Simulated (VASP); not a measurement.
# CsH (P2_13) in VASP: single point with PBEsol

Aim: the single point of CsH with PBEsol.

Everything below comes from runs of VASP 6.6.1. Logs are shortened: lines on timing, memory, paths and dates and some standing lists are left out, and cuts for length are marked.

### 1 The cell of the first run

The structure is cubic, space group P2_13 (No. 198). The conventional cell has a = 6.259 Å, b = 6.259 Å, c = 6.259 Å, α = 90.00°, β = 90.00°, γ = 90.00°. Cs (site symmetry 3) has 6 H at 3.13 Å within 4.1 Å. Within 4.1 Å of H (site symmetry 3) lie 6 Cs at 3.13 Å.

### 2 Single point, PBEsol

Contents of INCAR:

```
SYSTEM = CsH
PREC     = Accurate       ! precision mode
ENCUT    = 520            ! plane-wave cutoff, eV
EDIFF    = 1E-6           ! SCF threshold, eV
ISMEAR   = -1             ! smearing method
SIGMA    = 0.03           ! smearing width, eV
LREAL    = .False.        ! projectors in reciprocal space
LASPH    = .True.         ! aspherical terms in the spheres
NELM     = 60             ! most SCF steps
ALGO     = Normal         ! electronic algorithm
ISIF     = 2              ! what is computed and relaxed
LWAVE    = .False.        ! write WAVECAR
LCHARG   = .False.        ! write CHGCAR
GGA      = PS             ! functional
NBANDS   = 30             ! bands
```

Contents of KPOINTS:

```
regular mesh
0
Gamma
  4 4 4
  0 0 0
```

Contents of POSCAR:

```
CsH
1.0
    6.2587983141      0.0000000000      0.0000000000
    0.0000000000      6.2587983141      0.0000000000
    0.0000000000      0.0000000000      6.2587983141
Cs H
4 4
Direct
    0.7504504175      0.7495495825      0.2504504175
    0.7495495825      0.2504504175      0.7504504175
    0.2504504175      0.7504504175      0.7495495825
    0.2495495825      0.2495495825      0.2495495825
    0.2493687991      0.2506312009      0.7493687991
    0.2506312009      0.7493687991      0.2493687991
    0.7493687991      0.2493687991      0.2506312009
    0.7506312009      0.7506312009      0.7506312009
```

Potentials or basis: VASP PAW PBE potentials, release 64 (Cs_sv, H).

On the command line:

```console
$ cat potpaw_PBE.64/Cs_sv/POTCAR potpaw_PBE.64/H/POTCAR > POTCAR
$ mpirun -np 1 vasp_std > vasp.out
```

OUTCAR:

```text
SYSTEM = CsH
   PREC = Accurate
   ENCUT = 520
   EDIFF = 1E-6
   ISMEAR = -1
   LREAL = .False.
   LASPH = .True.
   NELM = 60
   ISIF = 2
   GGA = PS

 ion  position               nearest neighbor table
   1  0.750  0.750  0.250-
   2  0.750  0.250  0.750-
   3  0.250  0.750  0.750-
   4  0.250  0.250  0.250-
   5  0.249  0.251  0.749-
   6  0.251  0.749  0.249-
   7  0.749  0.249  0.251-
   8  0.751  0.751  0.751-

  LATTYP: Found a simple cubic cell.
 ALAT       =     6.2587983141

  Lattice vectors:

 A1 = (   6.2587983141,   0.0000000000,   0.0000000000)
 A2 = (   0.0000000000,   6.2587983141,   0.0000000000)
 A3 = (   0.0000000000,   0.0000000000,   6.2587983141)

Analysis of symmetry for initial positions (statically):
=====================================================================
 Subroutine PRICEL returns:
 Original cell was already a primitive cell.

 Routine SETGRP: Setting up the symmetry group for a
 simple cubic supercell.

 Subroutine GETGRP returns: Found 12 space group operations
 (whereof  3 operations were pure point group operations)
 out of a pool of 48 trial point group operations.

The static configuration has the point symmetry C_3 .
 The point group associated with its full space group is T   .

Analysis of symmetry for dynamics (positions and initial velocities):
=====================================================================
 Subroutine PRICEL returns:
 Original cell was already a primitive cell.

 Routine SETGRP: Setting up the symmetry group for a
 simple cubic supercell.

 Subroutine GETGRP returns: Found 12 space group operations
 (whereof  3 operations were pure point group operations)
 out of a pool of 48 trial point group operations.

The dynamic configuration has the point symmetry C_3 .
 The point group associated with its full space group is T   .

 Subroutine INISYM returns: Found 12 space group operations
 (whereof  3 operations are pure point group operations),
 and found     1 'primitive' translations

[... 83 lines left out ...]
   PREC   = accura    normal or accurate (medium, high low for compatibility)
   ISTART =      0    job   : 0-new  1-cont  2-samecut
   ICHARG =      2    charge: 1-file 2-atom 10-const
   ISPIN  =      1    spin polarized calculation?
   LNONCOLLINEAR =      F non collinear calculations
   LSORBIT =      F    spin-orbit coupling
   LASPH  =      T    aspherical Exc in radial PAW
   ENCUT  =  520.0 eV  38.22 Ry    6.18 a.u.  11.64 11.64 11.64*2*pi/ulx,y,z
   NELM   =     60;   NELMIN=  2; NELMDL= -5     # of ELM steps
   EDIFF  = 0.1E-05   stopping-criterion for ELM
   LREAL  =      F    real-space projection
[... 7 lines left out ...]
   TEBEG  =    0.0;   TEEND  =   0.0 temperature during run
   PSTRESS=    0.0 pullay stress
   NELECT =      40.0000    total number of electrons
   NUPDOWN=      -1.0000    fix difference up-down
   EMIN   =  10.00;   EMAX   =-10.00  energy-range for DOS
   EFERMI =   0.00;   METHOD = LEGACY
   ISMEAR =    -1;   SIGMA  =   0.03  broadening in eV -4-tet -1-fermi 0-gaus
   EFERMI_NEDOS =   21; number of points for ismear=-14 and -15
   IALGO  =     38    algorithm
   IMIX   =      4    mixing-type and parameters
     AMIX     =   0.40;   BMIX     =  1.00
     AMIX_MAG =   1.60;   BMIX_MAG =  1.00
  volume/ion in A,a.u.               =      30.65       206.81
  Fermi-wavevector in a.u.,A,eV,Ry     =   0.894548  1.690451 10.887612  0.800217
  Thomas-Fermi vector in A             =   2.016767
   LORBIT       =      0    0 simple, 1 ext, 2 COOP (PROOUT), +10 PAW based schemes
   GGA     = PS    functional components
   LHFCALC =     F    Hartree Fock is set to
   AEXX    =    0.0000 exact exchange contribution
   IVDW    =     0    specifies the selected vdW correction
   LEPSILON=     F    determine dielectric tensor
   LRPA    =     F    only Hartree local field effects (RPA)
 non-spin polarized calculation
  energy-cutoff  :      520.00
  volume of cell :      245.17
 maximum number of plane-waves:      6704
 NGX is ok and might be reduce to    48
   NGX = 23   NGY = 23   NGZ = 23

 number of electron      39.9999992 magnetization

 Free energy of the ion-electron system (eV)
  ---------------------------------------------------
  ext. energy  EPLUGINS =         0.00000000
  ---------------------------------------------------
  free energy    TOTEN  =       -18.35347175 eV

  energy without entropy =      -18.35347175  energy(sigma->0) =      -18.35347175

 E-fermi :   1.0513     XC(G=0):  -7.6157

 val. band max:        0.3345080342   @ k =   0.5000   0.5000   0.5000
 cond. band min:       2.3820624391   @ k =   0.5000   0.5000   0.5000
 fundamental gap:      2.0475544050
 Fermi energy:         1.0512947061

 k-point     1 :       0.0000    0.0000    0.0000
  band No.  band energies     occupation
      1     -21.1542      2.00000
      2     -21.0251      2.00000
      3     -21.0251      2.00000
      4     -21.0251      2.00000
      5      -8.3759      2.00000
      6      -8.3759      2.00000
[... 352 lines left out ...]
     29       4.9633      0.00000
     30       4.9633      0.00000

------------------------ aborting loop because EDIFF is reached ----------------------------------------

  FORCE on cell =-STRESS in cart. coord.  units (eV):
  Direction    XX          YY          ZZ          XY          YZ          ZX
  --------------------------------------------------------------------------------------
  -------------------------------------------------------------------------------------
  Total        0.0077234      0.0077234      0.0077234      0.0000000      0.0000000      0.0000000
  in kB        0.0504715      0.0504715      0.0504715      0.0000000      0.0000000      0.0000000
  external PRESSURE =       0.0504715 kB  Pullay stress =       0.0000000 kB

 VOLUME and BASIS-vectors are now :
 -----------------------------------------------------------------------------
  energy-cutoff  :      520.00
  volume of cell :      245.17
      direct lattice vectors                 reciprocal lattice vectors
     6.258798314  0.000000000  0.000000000     0.159775080  0.000000000  0.000000000
     0.000000000  6.258798314  0.000000000     0.000000000  0.159775080  0.000000000
     0.000000000  0.000000000  6.258798314     0.000000000  0.000000000  0.159775080

 POSITION                                       TOTAL-FORCE (eV/Angst)
 -----------------------------------------------------------------------------------
      4.69692      4.69128      1.56752        -0.000632      0.000632     -0.000632
      4.69128      1.56752      4.69692         0.000632     -0.000632     -0.000632
      1.56752      4.69692      4.69128        -0.000632     -0.000632      0.000632
      1.56188      1.56188      1.56188         0.000632      0.000632      0.000632
      1.56075      1.56865      4.69015         0.001139     -0.001139      0.001139
      1.56865      4.69015      1.56075        -0.001139      0.001139      0.001139
      4.69015      1.56075      1.56865         0.001139      0.001139     -0.001139
      4.69805      4.69805      4.69805        -0.001139     -0.001139     -0.001139
 -----------------------------------------------------------------------------------
    total drift:                                0.000000      0.000000      0.000000

  FREE ENERGIE OF THE ION-ELECTRON SYSTEM (eV)
  ---------------------------------------------------
  free  energy   TOTEN  =       -18.3534717525 eV

  energy  without entropy=      -18.3534717525  energy(sigma->0) =      -18.35347175
```

It took 2.3 min on 1 thread of Oxide Virtual Turin-like, shared host; peak memory 0.3 GiB.

What came out:

| Item | Value |
| --- | --- |
| Free energy | -18.3535 eV |
| Pressure | 0.0 GPa |
| Band gap on the k mesh | 2.05 eV |

Levels at points of the mesh, in eV from the valence-band top:
| k point | band 18 | band 19 | band 20 | band 21 | band 22 | band 23 |
| --- | --- | --- | --- | --- | --- | --- |
| (0.00, 0.00, 0.00) | -1.36 | -1.36 | -1.36 | 2.91 | 2.91 | 2.91 |
| (0.50, 0.00, 0.00) | -1.11 | -0.86 | -0.86 | 3.71 | 3.71 | 4.08 |
| (0.50, 0.50, 0.00) | -0.49 | -0.49 | -0.49 | 3.11 | 3.11 | 3.12 |
| (0.50, 0.50, 0.50) | 0.00 | 0.00 | 0.00 | 2.05 | 2.05 | 2.05 |

Caveat: the PAW data sets were made with another functional, which shifts forces and pressure a little; spin-orbit coupling is left out, which moves the levels of the heavy elements. A k mesh can miss the band edges.
